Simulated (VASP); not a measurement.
Here is a VASP 6.6.1 calculation.

Contents of INCAR:

```
SYSTEM = MnO
PREC = Accurate
ENCUT = 520
EDIFF = 1E-6
ISMEAR = 0
SIGMA = 0.05
LREAL = .FALSE.
LASPH = .TRUE.
NELM = 150
ALGO = Normal
ISIF = 2
LWAVE = .FALSE.
LCHARG = .FALSE.
ISPIN = 2
MAGMOM = 5 -5 0 0
LORBIT = 11
LMAXMIX = 4
LDAU = .TRUE.
LDAUTYPE = 2
LDAUL = 2 -1
LDAUU = 3.9 0
LDAUJ = 0 0
LDAUPRINT = 1
GGA = PE
NBANDS = 31
```

KPOINTS

```
Automatic mesh
0
G
  12 12 6
  0 0 0
```

POSCAR

```
MnO
1.0
    0.0000000000      2.2220003343      2.2220003343
    2.2220003343      0.0000000000      2.2220003343
    4.4440006686      4.4440006686      0.0000000000
Mn O
2 2
Direct
    0.0000000000      0.0000000000      0.0000000000
    0.0000000000      0.0000000000      0.5000000000
    0.5000000000      0.5000000000      0.2500000000
    0.5000000000      0.5000000000      0.7500000000
```

Potentials or basis: VASP PAW PBE potentials, release 64 (Mn_pv, O).

Run with:

```bash
$ cat potpaw_PBE.64/Mn_pv/POTCAR potpaw_PBE.64/O/POTCAR > POTCAR
$ mpirun -np 1 vasp_std > vasp.out
```

Problem. Predict the site moments.

Solution. Mn +4.57, -4.57; O +0.00 μB.

Problem. Predict the net moment.

Solution. 0.00 μB per cell.

Problem. What does it give for the pressure?

Solution. 5.2 GPa.

Problem. What does it give for the band gap on the k mesh?

Solution. 1.79 eV.

Stress tensor (GPa, compression positive):
```
 5.24 -1.11  1.11
-1.11  5.24  1.11
 1.11  1.11  5.24
```

A k mesh can miss the band edges. The state reached can hang on the start; a lower one may exist.
